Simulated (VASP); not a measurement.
# CaO (P6_3/mmc) in VASP: single point with PBE

Aim: the single point of CaO with PBE.

Everything below comes from runs of VASP 6.6.1. Logs are shortened: lines on timing, memory, paths and dates and some standing lists are left out, and cuts for length are marked.

## (1) The cell of the first run

It takes space group P6_3/mmc (No. 194, hexagonal). Conventional cell: a = 3.992 Å, b = 3.992 Å, c = 4.785 Å, α = 90.00°, β = 90.00°, γ = 120.00°. Within 3.0 Å of Ca (site symmetry -6m2) lie 5 O at 2.30 to 2.39 Å. Within 3.0 Å of O (site symmetry -6m2) lie 5 Ca at 2.30 to 2.39 Å.

## (2) Single point, PBE

INCAR

```
PREC = Accurate ; ENCUT = 520
EDIFF = 1E-6 ; ISMEAR = 0
SIGMA = 0.05 ; LREAL = False
LASPH = True ; NELM = 100
ALGO = Normal ; ISIF = 2
LWAVE = False ; LCHARG = False
GGA = PE ; NBANDS = 24
```

KPOINTS

```
Automatic mesh
0
Gamma
  12 12 8
```

POSCAR

```
CaO
1.0
    3.9919758200      0.0000000000      0.0000000000
   -1.9959879100      3.4571524800      0.0000000000
    0.0000000000      0.0000000000      4.7848400100
Ca O
2 2
Direct
    0.3333333300      0.6666666700      0.7500000000
    0.6666666700      0.3333333300      0.2500000000
    0.3333333300      0.6666666700      0.2500000000
    0.6666666700      0.3333333300      0.7500000000
```

Potentials or basis: VASP PAW PBE potentials, release 64 (Ca_sv, O).

Run with:

```bash
$ cat potpaw_PBE.64/Ca_sv/POTCAR potpaw_PBE.64/O/POTCAR > POTCAR
$ mpirun -np 1 vasp_std > vasp.out
```

OUTCAR:

```text
PREC = Accurate
   ENCUT = 520
   EDIFF = 1E-6
   ISMEAR = 0
   LREAL = False
   LASPH = True
   NELM = 100
   ISIF = 2
   GGA = PE

 ion  position               nearest neighbor table
   1  0.333  0.667  0.750-   4 2.30   4 2.30   4 2.30   3 2.39   3 2.39
   2  0.667  0.333  0.250-   3 2.30   3 2.30   3 2.30   4 2.39   4 2.39
   3  0.333  0.667  0.250-   2 2.30   2 2.30   2 2.30   1 2.39   1 2.39
   4  0.667  0.333  0.750-   1 2.30   1 2.30   1 2.30   2 2.39   2 2.39

  LATTYP: Found a hexagonal cell.
 ALAT       =     3.9919758200
 C/A-ratio  =     1.1986144771

  Lattice vectors:

 A1 = (   3.9919758200,   0.0000000000,   0.0000000000)
 A2 = (  -1.9959879100,   3.4571524800,   0.0000000000)
 A3 = (   0.0000000000,   0.0000000000,   4.7848400100)

Analysis of symmetry for initial positions (statically):
=====================================================================
 Subroutine PRICEL returns:
 Original cell was already a primitive cell.

 Routine SETGRP: Setting up the symmetry group for a
 hexagonal supercell.

 Subroutine GETGRP returns: Found 24 space group operations
 (whereof 12 operations were pure point group operations)
 out of a pool of 24 trial point group operations.

The static configuration has the point symmetry D_3d.
 The point group associated with its full space group is D_6h.

Analysis of symmetry for dynamics (positions and initial velocities):
=====================================================================
 Subroutine PRICEL returns:
 Original cell was already a primitive cell.

 Routine SETGRP: Setting up the symmetry group for a
 hexagonal supercell.

 Subroutine GETGRP returns: Found 24 space group operations
 (whereof 12 operations were pure point group operations)
 out of a pool of 24 trial point group operations.

The dynamic configuration has the point symmetry D_3d.
 The point group associated with its full space group is D_6h.

 Subroutine INISYM returns: Found 24 space group operations
 (whereof 12 operations are pure point group operations),
 and found     1 'primitive' translations

----------------------------------------------------------------------------------------

                                     Primitive cell

  volume of cell :      66.0350

  direct lattice vectors                    reciprocal lattice vectors
     3.991975820  0.000000000  0.000000000     0.250502519  0.144627697  0.000000000
    -1.995987910  3.457152480  0.000000000     0.000000000  0.289255393  0.000000000
     0.000000000  0.000000000  4.784840010     0.000000000  0.000000000  0.208993404

  length of vectors
     3.991975820  3.991975827  4.784840010     0.289255394  0.289255393  0.208993404

  position of ions in fractional coordinates (direct lattice)
     0.333333330  0.666666670  0.750000000
     0.666666670  0.333333330  0.250000000
     0.333333330  0.666666670  0.250000000
     0.666666670  0.333333330  0.750000000

  ion indices of the primitive-cell ions
   primitive index   ion index
                 1           1
                 2           2
                 3           3
                 4           4

----------------------------------------------------------------------------------------

 KPOINTS: Automatic mesh

Automatic generation of k-mesh.
 Grid dimensions read from file:
 generate k-points for:   12   12    8

 Generating k-lattice:

  Cartesian coordinates                     Fractional coordinates (reciprocal lattice)
     0.020875210  0.012052308  0.000000000     0.083333333 -0.000000000  0.000000000
     0.000000000  0.024104616  0.000000000     0.000000000  0.083333333  0.000000000
     0.000000000  0.000000000  0.026124175     0.000000000  0.000000000  0.125000000

  Length of vectors
     0.024104616  0.024104616  0.026124175

  Shift w.r.t. Gamma in fractional coordinates (k-lattice)
     0.000000000  0.000000000  0.000000000

 Subroutine IBZKPT returns following result:
 ===========================================

 Found     95 irreducible k-points:

 Following reciprocal coordinates:
            Coordinates               Weight
  0.000000  0.000000  0.000000      1.000000
  0.083333  0.000000  0.000000      6.000000
  0.166667 -0.000000  0.000000      6.000000
  0.250000  0.000000  0.000000      6.000000
  0.333333  0.000000  0.000000      6.000000
  0.416667  0.000000  0.000000      6.000000
[... 16 lines left out ...]
  0.250000  0.000000  0.125000     12.000000
  0.333333  0.000000  0.125000     12.000000
 [... further k-points ...]
   k-points           NKPTS =     95   k-points in BZ     NKDIM =     95   number of bands    NBANDS=     24
   number of dos      NEDOS =    301   number of ions     NIONS =      4
   total plane-waves  NPLWV =  32400
   dimension x,y,z NGX =    30 NGY =   30 NGZ =   36
   dimension x,y,z NGXF=    60 NGYF=   60 NGZF=   72
   ions per type =               2   2
   NGX,Y,Z   is equivalent  to a cutoff of  12.49, 12.49, 12.51 a.u.
   NGXF,Y,Z  is equivalent  to a cutoff of  24.99, 24.99, 25.02 a.u.
 SYSTEM =  unknown system
   PREC   = accura    normal or accurate (medium, high low for compatibility)
   ISTART =      0    job   : 0-new  1-cont  2-samecut
   ICHARG =      2    charge: 1-file 2-atom 10-const
   ISPIN  =      1    spin polarized calculation?
   LNONCOLLINEAR =      F non collinear calculations
   LSORBIT =      F    spin-orbit coupling
   LASPH  =      T    aspherical Exc in radial PAW
   ENCUT  =  520.0 eV  38.22 Ry    6.18 a.u.   7.42  7.42  8.90*2*pi/ulx,y,z
   NELM   =    100;   NELMIN=  2; NELMDL= -5     # of ELM steps
   EDIFF  = 0.1E-05   stopping-criterion for ELM
   LREAL  =      F    real-space projection
   EDIFFG = 0.1E-04   stopping-criterion for IOM
   NSW    =      0    number of steps for IOM
   IBRION =     -1    ionic relax: 0-MD 1-quasi-New 2-CG
   NFREE  =      0    steps in history (QN), initial steepest desc. (CG)
   ISIF   =      2    stress and relaxation
   ISYM   =      2    0-nonsym 1-usesym 2-fastsym
   POTIM  = 0.5000    time-step for ionic-motion
   TEBEG  =    0.0;   TEEND  =   0.0 temperature during run
   PSTRESS=    0.0 pullay stress
   NELECT =      32.0000    total number of electrons
   NUPDOWN=      -1.0000    fix difference up-down
   EMIN   =  10.00;   EMAX   =-10.00  energy-range for DOS
   EFERMI =   0.00;   METHOD = LEGACY
   ISMEAR =     0;   SIGMA  =   0.05  broadening in eV -4-tet -1-fermi 0-gaus
   EFERMI_NEDOS =   21; number of points for ismear=-14 and -15
   IALGO  =     38    algorithm
   IMIX   =      4    mixing-type and parameters
     AMIX     =   0.40;   BMIX     =  1.00
     AMIX_MAG =   1.60;   BMIX_MAG =  1.00
  volume/ion in A,a.u.               =      16.51       111.41
  Fermi-wavevector in a.u.,A,eV,Ry     =   1.285879  2.429960 22.497037  1.653486
  Thomas-Fermi vector in A             =   2.417987
   LORBIT       =      0    0 simple, 1 ext, 2 COOP (PROOUT), +10 PAW based schemes
   GGA     = PE    functional components
   LHFCALC =     F    Hartree Fock is set to
   AEXX    =    0.0000 exact exchange contribution
   IVDW    =     0    specifies the selected vdW correction
   LEPSILON=     F    determine dielectric tensor
   LRPA    =     F    only Hartree local field effects (RPA)
 non-spin polarized calculation
 Gauss-broadening in eV      SIGMA  =   0.05
  energy-cutoff  :      520.00
  volume of cell :       66.03
 maximum number of plane-waves:      1811
 NGX is ok and might be reduce to    30
   NGX = 15   NGY = 15   NGZ = 17

 number of electron      31.9999992 magnetization

 Free energy of the ion-electron system (eV)
  ---------------------------------------------------
  ext. energy  EPLUGINS =         0.00000000
  ---------------------------------------------------
  free energy    TOTEN  =       -25.34532551 eV

  energy without entropy =      -25.34532551  energy(sigma->0) =      -25.34532551

 E-fermi :   1.6598     XC(G=0):  -9.3949

 val. band max:        1.3460087263   @ k =   0.0000   0.0000   0.0000
 cond. band min:       4.5070780527   @ k =   0.0000   0.0000   0.0000
 fundamental gap:      3.1610693264
 Fermi energy:         1.6597681821

 k-point     1 :       0.0000    0.0000    0.0000
  band No.  band energies     occupation
      1     -36.3093      2.00000
      2     -36.1787      2.00000
      3     -17.6468      2.00000
      4     -17.4064      2.00000
      5     -17.4064      2.00000
      6     -17.2106      2.00000
[... 16 lines left out ...]
     23       9.8340      0.00000
     24       9.8945      0.00000

 k-point     2 :       0.0833    0.0000    0.0000
  band No.  band energies     occupation
      1     -36.3065      2.00000
      2     -36.1798      2.00000
      3     -17.6374      2.00000
      4     -17.4366      2.00000
      5     -17.4125      2.00000
      6     -17.2480      2.00000
[... 16 lines left out ...]
     23       9.6841      0.00000
     24       9.8452      0.00000

 k-point     3 :       0.1667   -0.0000    0.0000
  band No.  band energies     occupation
      1     -36.2984      2.00000
      2     -36.1832      2.00000
      3     -17.6102      2.00000
      4     -17.5167      2.00000
      5     -17.4288      2.00000
      6     -17.3446      2.00000
[... 16 lines left out ...]
     23       9.4404      0.00000
     24       9.7051      0.00000

 k-point     4 :       0.2500    0.0000    0.0000
  band No.  band energies     occupation
      1     -36.2863      2.00000
      2     -36.1889      2.00000
      3     -17.6208      2.00000
      4     -17.5683      2.00000
      5     -17.4652      2.00000
      6     -17.4498      2.00000
[... 16 lines left out ...]
     23       9.5016      0.00000
     24       9.7283      0.00000

 k-point     5 :       0.3333    0.0000    0.0000
  band No.  band energies     occupation
      1     -36.2721      2.00000
      2     -36.1967      2.00000
      3     -17.7199      2.00000
      4     -17.5751      2.00000
      5     -17.5173      2.00000
      6     -17.4699      2.00000
[... 16 lines left out ...]
     23       9.5526      0.00000
     24       9.7241      0.00000

 k-point     6 :       0.4167    0.0000    0.0000
  band No.  band energies     occupation
      1     -36.2590      2.00000
      2     -36.2051      2.00000
      3     -17.7897      2.00000
      4     -17.6498      2.00000
      5     -17.4841      2.00000
      6     -17.4680      2.00000
[... 16 lines left out ...]
     23       9.7120      0.00000
     24       9.9201      0.00000
[... 379 lines left out ...]
 k-point    21 :       0.0833    0.0000    0.1250
  band No.  band energies     occupation
      1     -36.3016      2.00000
      2     -36.1846      2.00000
      3     -17.6563      2.00000
      4     -17.4179      2.00000
      5     -17.4047      2.00000
      6     -17.2778      2.00000
[... 16 lines left out ...]
     23       9.7268      0.00000
     24       9.8127      0.00000

 k-point    22 :       0.1667   -0.0000    0.1250
  band No.  band energies     occupation
      1     -36.2939      2.00000
      2     -36.1875      2.00000
      3     -17.6723      2.00000
      4     -17.4564      2.00000
      5     -17.4203      2.00000
      6     -17.3930      2.00000
[... 16 lines left out ...]
     23       9.6580      0.00000
     24       9.7265      0.00000

 k-point    23 :       0.2500    0.0000    0.1250
  band No.  band energies     occupation
      1     -36.2824      2.00000
      2     -36.1925      2.00000
      3     -17.7244      2.00000
      4     -17.5336      2.00000
      5     -17.4567      2.00000
      6     -17.4406      2.00000
[... 16 lines left out ...]
     23       9.6443      0.00000
     24       9.8543      0.00000

 k-point    24 :       0.3333    0.0000    0.1250
  band No.  band energies     occupation
      1     -36.2691      2.00000
      2     -36.1994      2.00000
      3     -17.7975      2.00000
      4     -17.6456      2.00000
      5     -17.4600      2.00000
      6     -17.4359      2.00000
[... 16 lines left out ...]
     23       9.7209      0.00000
     24       9.8848      0.00000

 [... further k-points ...]

------------------------ aborting loop because EDIFF is reached ----------------------------------------

  FORCE on cell =-STRESS in cart. coord.  units (eV):
  Direction    XX          YY          ZZ          XY          YZ          ZX
  --------------------------------------------------------------------------------------
  -------------------------------------------------------------------------------------
  Total        0.5572395      0.5572395      0.7087719      0.0000000     -0.0000000      0.0000000
  in kB       13.5200593     13.5200594     17.1966245      0.0000000     -0.0000000      0.0000000
  external PRESSURE =      14.7455810 kB  Pullay stress =       0.0000000 kB

 VOLUME and BASIS-vectors are now :
 -----------------------------------------------------------------------------
  energy-cutoff  :      520.00
  volume of cell :       66.03
      direct lattice vectors                 reciprocal lattice vectors
     3.991975820  0.000000000  0.000000000     0.250502519  0.144627697  0.000000000
    -1.995987910  3.457152480  0.000000000     0.000000000  0.289255393  0.000000000
     0.000000000  0.000000000  4.784840010     0.000000000  0.000000000  0.208993404

 POSITION                                       TOTAL-FORCE (eV/Angst)
 -----------------------------------------------------------------------------------
     -0.00000      2.30477      3.58863         0.000000      0.000000      0.000000
      1.99599      1.15238      1.19621        -0.000000      0.000000      0.000000
     -0.00000      2.30477      1.19621        -0.000000      0.000000      0.000000
      1.99599      1.15238      3.58863         0.000000     -0.000000      0.000000
 -----------------------------------------------------------------------------------
    total drift:                               -0.000003      0.000001     -0.000000

  FREE ENERGIE OF THE ION-ELECTRON SYSTEM (eV)
  ---------------------------------------------------
  free  energy   TOTEN  =       -25.3453255061 eV

  energy  without entropy=      -25.3453255061  energy(sigma->0) =      -25.34532551
```

Wall time 2.3 min (1 thread of Intel Xeon Platinum 8259CL at 2.50GHz (Skylake/Cascade Lake), shared host); peak memory 0.26 GiB.

What came out:

- Free energy: -25.3453 eV
- Pressure: 1.5 GPa
- Band gap on the k mesh: 3.16 eV

Stress tensor (GPa, compression positive):
```
1.35 0.00 0.00
0.00 1.35 0.00
0.00 0.00 1.72
```

A k mesh can miss the band edges.
